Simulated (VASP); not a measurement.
# LiH (Fm-3m) in VASP: further runs

Runs on LiH. Level: r2SCAN. Tasks: single point.

All numbers are computed with VASP 6.6.1; they aren't measurements. Logs are shortened: lines on timing, memory, paths and dates and some standing lists are left out, and cuts for length are marked.

## (1) The cell of the first run

The structure is cubic, space group Fm-3m (No. 225). The conventional cell has a = 4.046 Å, b = 4.046 Å, c = 4.046 Å, α = 90.00°, β = 90.00°, γ = 90.00°. Within 2.7 Å of Li (site symmetry m-3m) lie 6 H at 2.02 Å. H (site symmetry m-3m) has 6 Li at 2.02 Å within 2.7 Å.

## (2) Single point, r2SCAN (volume changed by +3%)

The input, POSCAR:

```
LiH
1.0
    0.0000000000      2.0228277888      2.0228277888
    2.0228277888      0.0000000000      2.0228277888
    2.0228277888      2.0228277888      0.0000000000
Li H
1 1
Direct
    0.0000000000      0.0000000000      0.0000000000
    0.5000000000      0.5000000000      0.5000000000
```

The input, INCAR.step1:

```
  ALGO = Normal
  EDIFF = 1E-4
  ENCUT = 520
  GGA = PE
  ISMEAR = 0
  LASPH = True
  LCHARG = False
  LREAL = False
  LWAVE = True
  NBANDS = 9
  NELM = 80
  PREC = Accurate
  SIGMA = 0.01
```

The input, INCAR.step2:

```
  ALGO = Normal
  EDIFF = 1E-6
  ENCUT = 520
  ISIF = 2
  ISMEAR = 0
  ISTART = 1
  LASPH = True
  LCHARG = False
  LMIXTAU = True
  LREAL = False
  LWAVE = False
  METAGGA = R2SCAN
  NBANDS = 9
  NELM = 80
  PREC = Accurate
  SIGMA = 0.01
```

The input, KPOINTS:

```
k-points
0
Gamma
  10 10 10
```

Potentials or basis: VASP PAW PBE potentials, release 64 (Li_sv, H).

Run with:

```bash
> cat potpaw_PBE.64/Li_sv/POTCAR potpaw_PBE.64/H/POTCAR > POTCAR
> cp INCAR.step1 INCAR
> mpirun -np 1 vasp_std > vasp.out
> cp INCAR.step2 INCAR
> mpirun -np 1 vasp_std > vasp.out
```

OUTCAR:

```text
EDIFF = 1E-6
   ENCUT = 520
   ISIF = 2
   ISMEAR = 0
   ISTART = 1
   LASPH = True
   LREAL = False
   METAGGA = R2SCAN
   NELM = 80
   PREC = Accurate

 ion  position               nearest neighbor table
   1  0.000  0.000  0.000-
   2  0.500  0.500  0.500-

  LATTYP: Found a face centered cubic cell.
 ALAT       =     4.0456555776

  Lattice vectors:

 A1 = (   0.0000000000,   2.0228277888,   2.0228277888)
 A2 = (   2.0228277888,   0.0000000000,   2.0228277888)
 A3 = (   2.0228277888,   2.0228277888,   0.0000000000)

Analysis of symmetry for initial positions (statically):
=====================================================================
 Subroutine PRICEL returns:
 Original cell was already a primitive cell.

 Routine SETGRP: Setting up the symmetry group for a
 face centered cubic supercell.

 Subroutine GETGRP returns: Found 48 space group operations
 (whereof 48 operations were pure point group operations)
 out of a pool of 48 trial point group operations.

The static configuration has the point symmetry O_h .

Analysis of symmetry for dynamics (positions and initial velocities):
=====================================================================
 Subroutine PRICEL returns:
 Original cell was already a primitive cell.

 Routine SETGRP: Setting up the symmetry group for a
 face centered cubic supercell.

 Subroutine GETGRP returns: Found 48 space group operations
 (whereof 48 operations were pure point group operations)
 out of a pool of 48 trial point group operations.

The dynamic configuration has the point symmetry O_h .

 Subroutine INISYM returns: Found 48 space group operations
 (whereof 48 operations are pure point group operations),
 and found     1 'primitive' translations

----------------------------------------------------------------------------------------

                                     Primitive cell

  volume of cell :      16.5541

  direct lattice vectors                    reciprocal lattice vectors
     0.000000000  2.022827789  2.022827789    -0.247178728  0.247178728  0.247178728
     2.022827789  0.000000000  2.022827789     0.247178728 -0.247178728  0.247178728
     2.022827789  2.022827789  0.000000000     0.247178728  0.247178728 -0.247178728

  length of vectors
     2.860710493  2.860710493  2.860710493     0.428126116  0.428126116  0.428126116

  position of ions in fractional coordinates (direct lattice)
     0.000000000  0.000000000  0.000000000
     0.500000000  0.500000000  0.500000000

  ion indices of the primitive-cell ions
   primitive index   ion index
                 1           1
                 2           2

----------------------------------------------------------------------------------------

 KPOINTS: k-points

Automatic generation of k-mesh.
 Grid dimensions read from file:
 generate k-points for:   10   10   10

 Generating k-lattice:

  Cartesian coordinates                     Fractional coordinates (reciprocal lattice)
    -0.024717873  0.024717873  0.024717873     0.100000000  0.000000000  0.000000000
     0.024717873 -0.024717873  0.024717873     0.000000000  0.100000000  0.000000000
     0.024717873  0.024717873 -0.024717873     0.000000000  0.000000000  0.100000000

  Length of vectors
     0.042812612  0.042812612  0.042812612

  Shift w.r.t. Gamma in fractional coordinates (k-lattice)
     0.000000000  0.000000000  0.000000000

 Subroutine IBZKPT returns following result:
 ===========================================

 Found     47 irreducible k-points:

 Following reciprocal coordinates:
            Coordinates               Weight
  0.000000  0.000000  0.000000      1.000000
  0.100000  0.000000  0.000000      8.000000
  0.200000  0.000000  0.000000      8.000000
  0.300000  0.000000  0.000000      8.000000
  0.400000  0.000000  0.000000      8.000000
  0.500000  0.000000  0.000000      4.000000
[... 16 lines left out ...]
  0.300000  0.300000  0.000000      6.000000
  0.400000  0.300000  0.000000     24.000000
 [... further k-points ...]
   k-points           NKPTS =     47   k-points in BZ     NKDIM =     47   number of bands    NBANDS=      9
   number of dos      NEDOS =    301   number of ions     NIONS =      2
   total plane-waves  NPLWV =  13824
   dimension x,y,z NGX =    24 NGY =   24 NGZ =   24
   dimension x,y,z NGXF=    48 NGYF=   48 NGZF=   48
   ions per type =               1   1
   NGX,Y,Z   is equivalent  to a cutoff of  13.95, 13.95, 13.95 a.u.
   NGXF,Y,Z  is equivalent  to a cutoff of  27.89, 27.89, 27.89 a.u.
 SYSTEM =  unknown system
   PREC   = accura    normal or accurate (medium, high low for compatibility)
   ISTART =      1    job   : 0-new  1-cont  2-samecut
   ICHARG =      0    charge: 1-file 2-atom 10-const
   ISPIN  =      1    spin polarized calculation?
   LNONCOLLINEAR =      F non collinear calculations
   LSORBIT =      F    spin-orbit coupling
   LASPH  =      T    aspherical Exc in radial PAW
   ENCUT  =  520.0 eV  38.22 Ry    6.18 a.u.   5.32  5.32  5.32*2*pi/ulx,y,z
   NELM   =     80;   NELMIN=  2; NELMDL=  0     # of ELM steps
   EDIFF  = 0.1E-05   stopping-criterion for ELM
   LREAL  =      F    real-space projection
[... 7 lines left out ...]
   TEBEG  =    0.0;   TEEND  =   0.0 temperature during run
   PSTRESS=    0.0 pullay stress
   NELECT =       4.0000    total number of electrons
   NUPDOWN=      -1.0000    fix difference up-down
   EMIN   =  10.00;   EMAX   =-10.00  energy-range for DOS
   EFERMI =   0.00;   METHOD = LEGACY
   ISMEAR =     0;   SIGMA  =   0.01  broadening in eV -4-tet -1-fermi 0-gaus
   EFERMI_NEDOS =   21; number of points for ismear=-14 and -15
   IALGO  =     38    algorithm
   IMIX   =      4    mixing-type and parameters
     AMIX     =   0.40;   BMIX     =  1.00
     AMIX_MAG =   1.60;   BMIX_MAG =  1.00
  volume/ion in A,a.u.               =       8.28        55.86
  Fermi-wavevector in a.u.,A,eV,Ry     =   1.019669  1.926895 14.146318  1.039725
  Thomas-Fermi vector in A             =   2.153196
   LORBIT       =      0    0 simple, 1 ext, 2 COOP (PROOUT), +10 PAW based schemes
   METAGGA = R2SCAN    functional components
   LHFCALC =     F    Hartree Fock is set to
   AEXX    =    0.0000 exact exchange contribution
   IVDW    =     0    specifies the selected vdW correction
   LEPSILON=     F    determine dielectric tensor
   LRPA    =     F    only Hartree local field effects (RPA)
 non-spin polarized calculation
 Gauss-broadening in eV      SIGMA  =   0.01
  energy-cutoff  :      520.00
  volume of cell :       16.55
 maximum number of plane-waves:       459
 NGX is ok and might be reduce to    24
   NGX = 11   NGY = 11   NGZ = 11

 number of electron       3.9999996 magnetization

 Free energy of the ion-electron system (eV)
  ---------------------------------------------------
  ext. energy  EPLUGINS =         0.00000000
  ---------------------------------------------------
  free energy    TOTEN  =        -6.81581095 eV

  energy without entropy =       -6.81581095  energy(sigma->0) =       -6.81581095

 E-fermi :  -0.1705     XC(G=0):  -8.7311

 val. band max:       -0.3145356696   @ k =   0.5000   0.5000   0.0000
 cond. band min:       3.2825651799   @ k =   0.5000   0.5000   0.0000
 fundamental gap:      3.5971008495
 Fermi energy:        -0.1705056596

 k-point     1 :       0.0000    0.0000    0.0000
  band No.  band energies     occupation
      1     -46.0671      2.00000
      2      -5.6589      2.00000
      3      16.9312      0.00000
      4      18.7703      0.00000
      5      18.7703      0.00000
      6      18.7711      0.00000
      7      23.1647      0.00000
      8      23.1647      0.00000
      9      23.1649      0.00000

 k-point     2 :       0.1000    0.0000    0.0000
  band No.  band energies     occupation
      1     -46.0631      2.00000
      2      -5.4803      2.00000
      3      15.2585      0.00000
      4      17.7522      0.00000
      5      18.3364      0.00000
      6      18.3370      0.00000
      7      22.9313      0.00000
      8      24.1198      0.00000
      9      24.1200      0.00000

 k-point     3 :       0.2000    0.0000    0.0000
  band No.  band energies     occupation
      1     -46.0531      2.00000
      2      -4.9599      2.00000
      3      11.8307      0.00000
      4      16.4307      0.00000
      5      17.6719      0.00000
      6      17.6725      0.00000
      7      23.8943      0.00000
      8      23.8946      0.00000
      9      23.9443      0.00000

 k-point     4 :       0.3000    0.0000    0.0000
  band No.  band energies     occupation
      1     -46.0406      2.00000
      2      -4.1625      2.00000
      3       8.6042      0.00000
      4      15.3349      0.00000
      5      17.3182      0.00000
      6      17.3188      0.00000
      7      21.6335      0.00000
      8      21.6337      0.00000
      9      25.5991      0.00000

 k-point     5 :       0.4000    0.0000    0.0000
  band No.  band energies     occupation
      1     -46.0305      2.00000
      2      -3.2989      2.00000
      3       6.2190      0.00000
      4      14.6198      0.00000
      5      17.3705      0.00000
      6      17.3712      0.00000
      7      19.9535      0.00000
      8      19.9536      0.00000
      9      27.4939      0.00000

 k-point     6 :       0.5000    0.0000    0.0000
  band No.  band energies     occupation
      1     -46.0266      2.00000
      2      -2.8737      2.00000
      3       5.2796      0.00000
      4      14.3734      0.00000
      5      17.5652      0.00000
      6      17.5661      0.00000
      7      19.2140      0.00000
      8      19.2141      0.00000
      9      28.5675      0.00000
[... 169 lines left out ...]
 k-point    21 :      -0.3000    0.2000    0.0000
  band No.  band energies     occupation
      1     -46.0270      2.00000
      2      -2.8950      2.00000
      3       7.1823      0.00000
      4       9.6318      0.00000
      5      16.0490      0.00000
      6      16.7162      0.00000
      7      23.1767      0.00000
      8      26.5084      0.00000
      9      27.4960      0.00000

 k-point    22 :      -0.2000    0.2000    0.0000
  band No.  band energies     occupation
      1     -46.0364      2.00000
      2      -3.8233      2.00000
      3       9.9826      0.00000
      4      10.0417      0.00000
      5      16.9513      0.00000
      6      17.9260      0.00000
      7      22.2427      0.00000
      8      24.9455      0.00000
      9      26.2177      0.00000

 k-point    23 :       0.3000    0.3000    0.0000
  band No.  band energies     occupation
      1     -46.0323      2.00000
      2      -3.4124      2.00000
      3       8.8711      0.00000
      4      12.7570      0.00000
      5      12.7573      0.00000
      6      16.0628      0.00000
      7      18.6208      0.00000
      8      29.3047      0.00000
      9      32.3553      0.00000

 k-point    24 :       0.4000    0.3000    0.0000
  band No.  band energies     occupation
      1     -46.0245      2.00000
      2      -2.5250      2.00000
      3       6.9470      0.00000
      4      10.9478      0.00000
      5      12.3014      0.00000
      6      16.9157      0.00000
      7      18.6573      0.00000
      8      30.3740      0.00000
      9      31.0621      0.00000

 [... further k-points ...]
[... 5 lines left out ...]
  --------------------------------------------------------------------------------------
  -------------------------------------------------------------------------------------
  Total       -0.1351976     -0.1351976     -0.1351976     -0.0000000      0.0000000     -0.0000000
  in kB      -13.0849775    -13.0849775    -13.0849775     -0.0000000      0.0000000     -0.0000000
  external PRESSURE =     -13.0849775 kB  Pullay stress =       0.0000000 kB

 VOLUME and BASIS-vectors are now :
 -----------------------------------------------------------------------------
  energy-cutoff  :      520.00
  volume of cell :       16.55
      direct lattice vectors                 reciprocal lattice vectors
     0.000000000  2.022827789  2.022827789    -0.247178728  0.247178728  0.247178728
     2.022827789  0.000000000  2.022827789     0.247178728 -0.247178728  0.247178728
     2.022827789  2.022827789  0.000000000     0.247178728  0.247178728 -0.247178728

 POSITION                                       TOTAL-FORCE (eV/Angst)
 -----------------------------------------------------------------------------------
      0.00000      0.00000      0.00000         0.000000      0.000000     -0.000000
      2.02283      2.02283      2.02283        -0.000000     -0.000000      0.000000
 -----------------------------------------------------------------------------------
    total drift:                                0.000000     -0.000000     -0.000000

  FREE ENERGIE OF THE ION-ELECTRON SYSTEM (eV)
  ---------------------------------------------------
  free  energy   TOTEN  =        -6.8158109489 eV

  energy  without entropy=       -6.8158109489  energy(sigma->0) =       -6.81581095
```

Wall time 2.2 min (1 thread of AMD EPYC 7R13, shared host); peak memory 0.11 GiB.

What came out:

| Property | Result |
| --- | --- |
| Free energy | -6.8158 eV |
| Band gap on the k mesh | 3.60 eV, direct |

Caveat: the cutoff is under 1.25 times the usual one of these potentials, so pressure, stress and relaxed cells hold a basis-set (Pulay) error; the PAW data sets were made with another functional, which shifts forces and pressure a little. A k mesh can miss the band edges.

## (3) Single point, r2SCAN (volume changed by +6%)

The input, POSCAR:

```
LiH
1.0
    0.0000000000      2.0422792492      2.0422792492
    2.0422792492      0.0000000000      2.0422792492
    2.0422792492      2.0422792492      0.0000000000
Li H
1 1
Direct
    0.0000000000      0.0000000000      0.0000000000
    0.5000000000      0.5000000000      0.5000000000
```

The input, INCAR.step1:

```
SYSTEM = LiH
PREC = Accurate
ENCUT = 520
ISMEAR = 0
SIGMA = 0.01
LREAL = .FALSE.
LASPH = .TRUE.
NELM = 80
NBANDS = 9
GGA = PE
ALGO = Normal
EDIFF = 1E-4
LWAVE = .TRUE.
LCHARG = .FALSE.
```

The input, INCAR.step2:

```
SYSTEM = LiH
PREC = Accurate
ENCUT = 520
EDIFF = 1E-7
ISMEAR = 0
SIGMA = 0.01
LREAL = .FALSE.
LASPH = .TRUE.
NELM = 80
ALGO = Normal
ISIF = 2
LWAVE = .FALSE.
LCHARG = .FALSE.
METAGGA = R2SCAN
LMIXTAU = .TRUE.
NBANDS = 9
ISTART = 1
```

The input, KPOINTS:

```
Automatic mesh
0
G
  10 10 10
  0 0 0
```

Potentials or basis: VASP PAW PBE potentials, release 64 (Li_sv, H).

Run with:

```bash
> cat potpaw_PBE.64/Li_sv/POTCAR potpaw_PBE.64/H/POTCAR > POTCAR
> cp INCAR.step1 INCAR
> mpirun -np 1 vasp_std > vasp.out
> cp INCAR.step2 INCAR
> mpirun -np 1 vasp_std > vasp.out
```

OUTCAR:

```text
SYSTEM = LiH
   PREC = Accurate
   ENCUT = 520
   EDIFF = 1E-7
   ISMEAR = 0
   LREAL = .FALSE.
   LASPH = .TRUE.
   NELM = 80
   ISIF = 2
   METAGGA = R2SCAN
   ISTART = 1

 ion  position               nearest neighbor table
   1  0.000  0.000  0.000-
   2  0.500  0.500  0.500-

  LATTYP: Found a face centered cubic cell.
 ALAT       =     4.0845584984

  Lattice vectors:

 A1 = (   0.0000000000,   2.0422792492,   2.0422792492)
 A2 = (   2.0422792492,   0.0000000000,   2.0422792492)
 A3 = (   2.0422792492,   2.0422792492,   0.0000000000)

Analysis of symmetry for initial positions (statically):
=====================================================================
 Subroutine PRICEL returns:
 Original cell was already a primitive cell.

 Routine SETGRP: Setting up the symmetry group for a
 face centered cubic supercell.

 Subroutine GETGRP returns: Found 48 space group operations
 (whereof 48 operations were pure point group operations)
 out of a pool of 48 trial point group operations.

[... 159 lines left out ...]
  free energy    TOTEN  =        -6.81131642 eV

  energy without entropy =       -6.81131642  energy(sigma->0) =       -6.81131642

 E-fermi :  -0.3736     XC(G=0):  -8.6293

 val. band max:       -0.4378623471   @ k =   0.5000   0.5000   0.0000
 cond. band min:       3.1749867885   @ k =   0.5000   0.5000   0.0000
 fundamental gap:      3.6128491356
 Fermi energy:        -0.3735885814

 k-point     1 :       0.0000    0.0000    0.0000
  band No.  band energies     occupation
      1     -46.2299      2.00000
      2      -5.6718      2.00000
      3      16.4329      0.00000
      4      18.3464      0.00000
      5      18.3464      0.00000
      6      18.3476      0.00000
      7      22.6925      0.00000
      8      22.6925      0.00000
      9      22.6927      0.00000
[... 265 lines left out ...]
 k-point    24 :       0.4000    0.3000    0.0000
  band No.  band energies     occupation
      1     -46.1919      2.00000
      2      -2.5863      2.00000
      3       6.7375      0.00000
      4      10.6848      0.00000
      5      12.0131      0.00000
      6      16.5437      0.00000
      7      18.1748      0.00000
      8      29.7034      0.00000
      9      30.4147      0.00000

 [... further k-points ...]
[... 5 lines left out ...]
  --------------------------------------------------------------------------------------
  -------------------------------------------------------------------------------------
  Total       -0.2605055     -0.2605055     -0.2605055      0.0000000     -0.0000000      0.0000000
  in kB      -24.4992150    -24.4992150    -24.4992150      0.0000000     -0.0000000      0.0000000
  external PRESSURE =     -24.4992150 kB  Pullay stress =       0.0000000 kB

 VOLUME and BASIS-vectors are now :
 -----------------------------------------------------------------------------
  energy-cutoff  :      520.00
  volume of cell :       17.04
      direct lattice vectors                 reciprocal lattice vectors
     0.000000000  2.042279249  2.042279249    -0.244824502  0.244824502  0.244824502
     2.042279249  0.000000000  2.042279249     0.244824502 -0.244824502  0.244824502
     2.042279249  2.042279249  0.000000000     0.244824502  0.244824502 -0.244824502

 POSITION                                       TOTAL-FORCE (eV/Angst)
 -----------------------------------------------------------------------------------
      0.00000      0.00000      0.00000        -0.000000     -0.000000     -0.000000
      2.04228      2.04228      2.04228         0.000000      0.000000      0.000000
 -----------------------------------------------------------------------------------
    total drift:                                0.000000     -0.000000     -0.000000

  FREE ENERGIE OF THE ION-ELECTRON SYSTEM (eV)
  ---------------------------------------------------
  free  energy   TOTEN  =        -6.8113164188 eV

  energy  without entropy=       -6.8113164188  energy(sigma->0) =       -6.81131642
```

OSZICAR.step1:

```text
N       E                     dE             d eps       ncg     rms          rms(c)
DAV:   1    -0.129812595179E+01   -0.12981E+01   -0.12683E+03   846   0.395E+02
DAV:   2    -0.629968478095E+01   -0.50016E+01   -0.49742E+01  1141   0.575E+01
DAV:   3    -0.636055378069E+01   -0.60869E-01   -0.60846E-01  1068   0.538E+00
DAV:   4    -0.636089447097E+01   -0.34069E-03   -0.34066E-03  1164   0.347E-01
DAV:   5    -0.636089724303E+01   -0.27721E-05   -0.27720E-05  1023   0.189E-02    0.284E+00
DAV:   6    -0.617886750922E+01    0.18203E+00   -0.15328E-01   936   0.119E+00    0.142E+00
DAV:   7    -0.611935479367E+01    0.59513E-01   -0.19328E-01   999   0.152E+00    0.220E-01
DAV:   8    -0.612126914663E+01   -0.19144E-02   -0.47454E-03  1025   0.439E-01    0.437E-02
DAV:   9    -0.612119930047E+01    0.69846E-04   -0.16428E-04  1027   0.469E-02
   1 F= -.61211993E+01 E0= -.61211993E+01  d E =-.120850E-81
```

It took 2 min on 1 thread of AMD EPYC 7R13, shared host; peak memory 0.1 GiB.

Results:

```yaml
Free_energy: -6.8113 eV
Band_gap_on_the_k_mesh: 3.61 eV, direct
```

Caveat: the cutoff is under 1.25 times the usual one of these potentials, so pressure, stress and relaxed cells hold a basis-set (Pulay) error; the PAW data sets were made with another functional, which shifts forces and pressure a little. A k mesh can miss the band edges.
